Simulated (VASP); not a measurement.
Input of a VASP 6.6.1 run:

File INCAR:

```
SYSTEM = TaPb
PREC = Accurate ; ENCUT = 520
EDIFF = 1E-7 ; ISMEAR = 0
SIGMA = 0.1 ; LREAL = .FALSE.
LASPH = .TRUE. ; NELM = 80
ALGO = Fast ; ISIF = 2
LWAVE = .FALSE. ; LCHARG = .TRUE.
GGA = PE ; LELF = .TRUE.
LVHAR = .TRUE. ; NBANDS = 20
```

Contents of KPOINTS:

```
regular mesh
0
G
  16 16 16
  0 0 0
```

POSCAR

```
TaPb
1.0
    0.0000000000      3.2132162906      3.2132162906
    3.2132162906      0.0000000000      3.2132162906
    3.2132162906      3.2132162906      0.0000000000
Ta Pb
1 1
Direct
    0.0000000000      0.0000000000      0.0000000000
    0.7500000000      0.7500000000      0.7500000000
```

Potentials or basis: VASP PAW PBE potentials, release 64 (Ta_pv, Pb_d).

The run is started by

```bash
$ cat potpaw_PBE.64/Ta_pv/POTCAR potpaw_PBE.64/Pb_d/POTCAR > POTCAR
$ mpirun -np 1 vasp_std > vasp.out
```

Problem. What does it give for the band gap on the k mesh?

Solution. Zero (an odd number of electrons rules out a gap without spin polarisation).

Problem. What does it give for the pressure?

Solution. -0.1 GPa.

Caveat: spin-orbit coupling is left out, which moves the levels of the heavy elements.
